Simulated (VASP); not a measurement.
# Pd in VASP: further runs

Runs on Pd. Level: PBE. Tasks: single point.

Program: VASP 6.6.1. These are calculated values, not measurements. Logs are shortened: lines on timing, memory, paths and dates and some standing lists are left out, and cuts for length are marked.

## Step 1: The cell of the first run

It takes space group Fm-3m (No. 225, cubic). The conventional cell has a = 3.695 Å, b = 3.695 Å, c = 3.695 Å, α = 90.00°, β = 90.00°, γ = 90.00°. Pd (site symmetry m-3m) has 12 Pd at 2.61 Å within 3.4 Å.

## Step 2: Single point, PBE (strain -0.050 along x and y, -0.050 along z)

The input, INCAR:

```
SYSTEM = Pd
PREC = Accurate
ENCUT = 520
EDIFF = 1E-6
ISMEAR = 0
SIGMA = 0.15
LREAL = .FALSE.
LASPH = .TRUE.
NELM = 80
ALGO = Fast
ISIF = 2
LWAVE = .FALSE.
LCHARG = .TRUE.
GGA = PE
LELF = .TRUE.
LVHAR = .TRUE.
NBANDS = 11
```

The input, KPOINTS:

```
Automatic mesh
0
G
  20 20 20
  0 0 0
```

The input, POSCAR:

```
Pd
1.0
    0.0000000000      1.8476550000      1.8476550000
    1.8476550000      0.0000000000      1.8476550000
    1.8476550000      1.8476550000      0.0000000000
Pd
1
Direct
    0.0000000000      0.0000000000      0.0000000000
```

Potentials or basis: VASP PAW PBE potentials, release 64 (Pd).

Started as:

```bash
cat potpaw_PBE.64/Pd/POTCAR > POTCAR
mpirun -np 1 vasp_std > vasp.out
```

OUTCAR:

```text
SYSTEM = Pd
   PREC = Accurate
   ENCUT = 520
   EDIFF = 1E-6
   ISMEAR = 0
   LREAL = .FALSE.
   LASPH = .TRUE.
   NELM = 80
   ISIF = 2
   GGA = PE

 ion  position               nearest neighbor table
   1  0.000  0.000  0.000-

  LATTYP: Found a face centered cubic cell.
 ALAT       =     3.6953100000

  Lattice vectors:

 A1 = (   0.0000000000,   1.8476550000,   1.8476550000)
 A2 = (   1.8476550000,   0.0000000000,   1.8476550000)
 A3 = (   1.8476550000,   1.8476550000,   0.0000000000)

Analysis of symmetry for initial positions (statically):
=====================================================================
 Subroutine PRICEL returns:
 Original cell was already a primitive cell.

 Routine SETGRP: Setting up the symmetry group for a
 face centered cubic supercell.

 Subroutine GETGRP returns: Found 48 space group operations
 (whereof 48 operations were pure point group operations)
 out of a pool of 48 trial point group operations.

The static configuration has the point symmetry O_h .

Analysis of symmetry for dynamics (positions and initial velocities):
=====================================================================
 Subroutine PRICEL returns:
 Original cell was already a primitive cell.

 Routine SETGRP: Setting up the symmetry group for a
 face centered cubic supercell.

 Subroutine GETGRP returns: Found 48 space group operations
 (whereof 48 operations were pure point group operations)
 out of a pool of 48 trial point group operations.

The dynamic configuration has the point symmetry O_h .

 Subroutine INISYM returns: Found 48 space group operations
 (whereof 48 operations are pure point group operations),
 and found     1 'primitive' translations

----------------------------------------------------------------------------------------

                                     Primitive cell

  volume of cell :      12.6152

  direct lattice vectors                    reciprocal lattice vectors
     0.000000000  1.847655000  1.847655000    -0.270613291  0.270613291  0.270613291
     1.847655000  0.000000000  1.847655000     0.270613291 -0.270613291  0.270613291
     1.847655000  1.847655000  0.000000000     0.270613291  0.270613291 -0.270613291

  length of vectors
     2.612978760  2.612978760  2.612978760     0.468715969  0.468715969  0.468715969

  position of ions in fractional coordinates (direct lattice)
     0.000000000  0.000000000  0.000000000

  ion indices of the primitive-cell ions
   primitive index   ion index
                 1           1
[... 79 lines left out ...]
   ISYM   =      2    0-nonsym 1-usesym 2-fastsym
   POTIM  = 0.5000    time-step for ionic-motion
   TEBEG  =    0.0;   TEEND  =   0.0 temperature during run
   PSTRESS=    0.0 pullay stress
   NELECT =      10.0000    total number of electrons
   NUPDOWN=      -1.0000    fix difference up-down
   EMIN   =  10.00;   EMAX   =-10.00  energy-range for DOS
   EFERMI =   0.00;   METHOD = LEGACY
   ISMEAR =     0;   SIGMA  =   0.15  broadening in eV -4-tet -1-fermi 0-gaus
   EFERMI_NEDOS =   21; number of points for ismear=-14 and -15
   IALGO  =     68    algorithm
   IMIX   =      4    mixing-type and parameters
     AMIX     =   0.40;   BMIX     =  1.00
     AMIX_MAG =   1.60;   BMIX_MAG =  1.00
  volume/ion in A,a.u.               =      12.62        85.13
  Fermi-wavevector in a.u.,A,eV,Ry     =   1.515109  2.863141 31.232936  2.295556
  Thomas-Fermi vector in A             =   2.624677
   LORBIT       =      0    0 simple, 1 ext, 2 COOP (PROOUT), +10 PAW based schemes
   GGA     = PE    functional components
   LHFCALC =     F    Hartree Fock is set to
   AEXX    =    0.0000 exact exchange contribution
   IVDW    =     0    specifies the selected vdW correction
   LEPSILON=     F    determine dielectric tensor
   LRPA    =     F    only Hartree local field effects (RPA)
 non-spin polarized calculation
 RMM-DIIS sequential band-by-band and
 Gauss-broadening in eV      SIGMA  =   0.15
  energy-cutoff  :      520.00
  volume of cell :       12.62
 maximum number of plane-waves:       350
   NGX =  9   NGY =  9   NGZ =  9

 number of electron      10.0000002 magnetization

 Free energy of the ion-electron system (eV)
  ---------------------------------------------------
  ext. energy  EPLUGINS =         0.00000000
  ---------------------------------------------------
  free energy    TOTEN  =        -4.85300676 eV

  energy without entropy =       -4.83167234  energy(sigma->0) =       -4.84233955

 E-fermi :  12.6725     XC(G=0): -14.1870

 val. band max:       12.6713491495   @ k =   0.5000   0.2500   0.0500
 cond. band min:      12.6744130204   @ k =  -0.4500   0.3000   0.0000
 fundamental gap:      0.0030638709
 Fermi energy:        12.6724507152

 k-point     1 :       0.0000    0.0000    0.0000
  band No.  band energies     occupation
      1       4.2533      2.00000
      2       9.0246      2.00000
      3       9.0246      2.00000
      4       9.0246      2.00000
      5      11.1028      2.00000
      6      11.1028      2.00000
      7      29.8018      0.00000
      8      35.5015      0.00000
      9      35.5015      0.00000
     10      35.5015      0.00000
     11      38.2246      0.00000
[... 309 lines left out ...]
 k-point    24 :      -0.3500    0.0500    0.0000
  band No.  band energies     occupation
      1       6.2579      2.00000
      2       9.0887      2.00000
      3       9.1719      2.00000
      4      10.7542      2.00000
      5      11.9095      2.00000
      6      12.7431      0.50518
      7      24.3757      0.00000
      8      30.1054      0.00000
      9      35.6113      0.00000
     10      37.3450      0.00000
     11      38.4459      0.00000

 [... further k-points ...]

------------------------ aborting loop because EDIFF is reached ----------------------------------------

  FORCE on cell =-STRESS in cart. coord.  units (eV):
  Direction    XX          YY          ZZ          XY          YZ          ZX
  --------------------------------------------------------------------------------------
  -------------------------------------------------------------------------------------
  Total        4.3212024      4.3212024      4.3212024     -0.0000000     -0.0000000      0.0000000
  in kB      548.8106779    548.8106779    548.8106779     -0.0000000     -0.0000000      0.0000000
  external PRESSURE =     548.8106779 kB  Pullay stress =       0.0000000 kB

 VOLUME and BASIS-vectors are now :
 -----------------------------------------------------------------------------
  energy-cutoff  :      520.00
  volume of cell :       12.62
      direct lattice vectors                 reciprocal lattice vectors
     0.000000000  1.847655000  1.847655000    -0.270613291  0.270613291  0.270613291
     1.847655000  0.000000000  1.847655000     0.270613291 -0.270613291  0.270613291
     1.847655000  1.847655000  0.000000000     0.270613291  0.270613291 -0.270613291

 POSITION                                       TOTAL-FORCE (eV/Angst)
 -----------------------------------------------------------------------------------
      0.00000      0.00000      0.00000        -0.000000     -0.000000     -0.000000
 -----------------------------------------------------------------------------------
    total drift:                                0.000000      0.000000      0.000000

  FREE ENERGIE OF THE ION-ELECTRON SYSTEM (eV)
  ---------------------------------------------------
  free  energy   TOTEN  =        -4.8530067635 eV

  energy  without entropy=       -4.8316723430  energy(sigma->0) =       -4.84233955
```

OSZICAR:

```text
N       E                     dE             d eps       ncg     rms          rms(c)
DAV:   1     0.439139263114E+02    0.43914E+02   -0.52541E+03  5648   0.873E+02
DAV:   2    -0.462889446179E+01   -0.48543E+02   -0.46914E+02  6256   0.190E+02
DAV:   3    -0.515763055795E+01   -0.52874E+00   -0.52741E+00  6803   0.213E+01
DAV:   4    -0.515936364821E+01   -0.17331E-02   -0.17329E-02  6999   0.126E+00
DAV:   5    -0.515937700097E+01   -0.13353E-04   -0.13352E-04  7290   0.104E-01    0.123E+01
RMM:   6    -0.488763874147E+01    0.27174E+00   -0.28081E-01  6128   0.506E+00    0.626E+00
RMM:   7    -0.485833309184E+01    0.29306E-01   -0.18793E-02  6549   0.150E+00    0.255E+00
RMM:   8    -0.485301988737E+01    0.53132E-02   -0.36403E-03  6575   0.592E-01    0.177E-01
RMM:   9    -0.485299607707E+01    0.23810E-04   -0.26207E-04  7131   0.157E-01    0.442E-02
RMM:  10    -0.485300595757E+01   -0.98805E-05   -0.57307E-05  7160   0.634E-02    0.594E-03
RMM:  11    -0.485300623813E+01   -0.28056E-06   -0.15914E-05  7318   0.292E-02    0.395E-03
RMM:  12    -0.485300676354E+01   -0.52540E-06   -0.37002E-06  5955   0.140E-02
   1 F= -.48530068E+01 E0= -.48423396E+01  d E =-.213344E-01
```

Wall time 28 s (1 thread of Intel Xeon 8259CL, shared host); peak memory 0.15 GiB.

Results:

```
Free energy            : -4.8530 eV
Pressure               : 54.9 GPa
Band gap on the k mesh : zero (bands 5 and 6 overlap by 2.08 eV)
```

Caveat: the cell differs from its parent crystal (strain -0.050 along x and y, -0.050 along z); the cell stands under pressure.

## Step 3: Single point, PBE (strain -0.050 along x and y, +0.025 along z)

The input, INCAR:

```
ALGO = Fast
EDIFF = 1E-6
ENCUT = 520
GGA = PE
ISIF = 2
ISMEAR = 0
LASPH = True
LCHARG = False
LREAL = False
LWAVE = False
NBANDS = 11
NELM = 80
PREC = Accurate
SIGMA = 0.15
```

The input, KPOINTS:

```
k-points
0
Gamma
  20 20 20
```

The input, POSCAR:

```
Pd
1.0
    0.0000000000      1.8476550000      1.9935225000
    1.8476550000      0.0000000000      1.9935225000
    1.8476550000      1.8476550000      0.0000000000
Pd
1
Direct
    0.0000000000      0.0000000000      0.0000000000
```

Potentials or basis: VASP PAW PBE potentials, release 64 (Pd).

Started as:

```bash
cat potpaw_PBE.64/Pd/POTCAR > POTCAR
mpirun -np 1 vasp_std > vasp.out
```

OUTCAR:

```text
EDIFF = 1E-6
   ENCUT = 520
   GGA = PE
   ISIF = 2
   ISMEAR = 0
   LASPH = True
   LREAL = False
   NELM = 80
   PREC = Accurate

 ion  position               nearest neighbor table
   1  0.000  0.000  0.000-

  LATTYP: Found a body centered tetragonal cell.
 ALAT       =     2.6129787596
 C/A-ratio  =     1.5258620015

  Lattice vectors:

 A1 = (  -1.8476550000,   0.0000000000,   1.9935225000)
 A2 = (   1.8476550000,   0.0000000000,   1.9935225000)
 A3 = (   0.0000000000,   1.8476550000,  -1.9935225000)

Analysis of symmetry for initial positions (statically):
=====================================================================
 Subroutine PRICEL returns:
 Original cell was already a primitive cell.

 Routine SETGRP: Setting up the symmetry group for a
 body centered tetragonal supercell.

 Subroutine GETGRP returns: Found 16 space group operations
 (whereof 16 operations were pure point group operations)
 out of a pool of 16 trial point group operations.

The static configuration has the point symmetry D_4h.

Analysis of symmetry for dynamics (positions and initial velocities):
=====================================================================
[... 169 lines left out ...]
      4       8.2797      2.00000
      5       9.3391      2.00000
      6      10.2243      2.00000
      7      28.5045      0.00000
      8      32.3120      0.00000
      9      34.3503      0.00000
     10      34.3503      0.00000
     11      38.6531      0.00000
[... 309 lines left out ...]
 k-point    24 :      -0.3500    0.0500    0.0000
  band No.  band energies     occupation
      1       5.4482      2.00000
      2       7.6908      2.00000
      3       8.4775      2.00000
      4       9.5665      2.00000
      5      10.4903      2.00000
      6      11.4146      0.03737
      7      22.1338      0.00000
      8      28.2609      0.00000
      9      33.0575      0.00000
     10      35.6697      0.00000
     11      37.8388      0.00000

 [... further k-points ...]

------------------------ aborting loop because EDIFF is reached ----------------------------------------

  FORCE on cell =-STRESS in cart. coord.  units (eV):
  Direction    XX          YY          ZZ          XY          YZ          ZX
  --------------------------------------------------------------------------------------
  -------------------------------------------------------------------------------------
  Total        2.5721369      2.5721369      1.9210014      0.0000000     -0.0000000      0.0000000
  in kB      302.7692483    302.7692483    226.1233248      0.0000000     -0.0000000      0.0000000
  external PRESSURE =     277.2206071 kB  Pullay stress =       0.0000000 kB

 VOLUME and BASIS-vectors are now :
 -----------------------------------------------------------------------------
  energy-cutoff  :      520.00
  volume of cell :       13.61
      direct lattice vectors                 reciprocal lattice vectors
     0.000000000  1.847655000  1.993522500    -0.270613291  0.270613291  0.250812318
     1.847655000  0.000000000  1.993522500     0.270613291 -0.270613291  0.250812318
     1.847655000  1.847655000  0.000000000     0.270613291  0.270613291 -0.250812318

 POSITION                                       TOTAL-FORCE (eV/Angst)
 -----------------------------------------------------------------------------------
      0.00000      0.00000      0.00000         0.000000      0.000000      0.000000
 -----------------------------------------------------------------------------------
    total drift:                                0.000000      0.000000      0.000000

  FREE ENERGIE OF THE ION-ELECTRON SYSTEM (eV)
  ---------------------------------------------------
  free  energy   TOTEN  =        -5.0868883471 eV

  energy  without entropy=       -5.0630696492  energy(sigma->0) =       -5.07497900
```

stdout:

```text
POSCAR found type information on POSCAR Pd
 POSCAR found :  1 types and       1 ions
 scaLAPACK will be used
 LDA part: xc-table for (Slater+PW92), standard interpolation
 POSCAR, INCAR and KPOINTS ok, starting setup
 FFT: planning ... GRIDC
 FFT: planning ... GRID_SOFT
 FFT: planning ... GRID
 WAVECAR not read
 entering main loop
WARNING in EDDRMM: call to ZHEGV failed, returncode =   8  4     10
```

It took 1.8 min on 1 thread of Intel Xeon 8259CL, shared host; peak memory 0.21 GiB.

What came out:

```
Free energy            : -5.0869 eV
Pressure               : 27.7 GPa
Band gap on the k mesh : zero (bands 5 and 6 overlap by 2.10 eV)
```

Levels at points of the mesh, in eV from the Fermi level:
| k point | band 2 | band 3 | band 4 | band 5 | band 6 | band 7 | band 8 | band 9 |
| --- | --- | --- | --- | --- | --- | --- | --- | --- |
| (0.00, 0.00, 0.00) | -3.75 | -2.91 | -2.91 | -1.85 | -0.97 | 17.31 | 21.12 | 23.16 |
| (0.50, 0.00, 0.00) | -3.64 | -2.90 | -0.17 | 0.15 | 0.87 | 8.05 | 16.41 | 21.39 |
| (0.50, 0.50, 0.00) | -5.80 | 0.01 | 0.32 | 0.32 | 2.36 | 10.27 | 14.67 | 14.67 |
| (0.50, 0.00, 0.50) | -5.74 | -0.10 | 0.04 | 0.68 | 3.92 | 12.38 | 12.95 | 13.53 |

Caveat: the cell differs from its parent crystal (strain -0.050 along x and y, +0.025 along z); the cell stands under pressure.

[end of part 1 of 2]
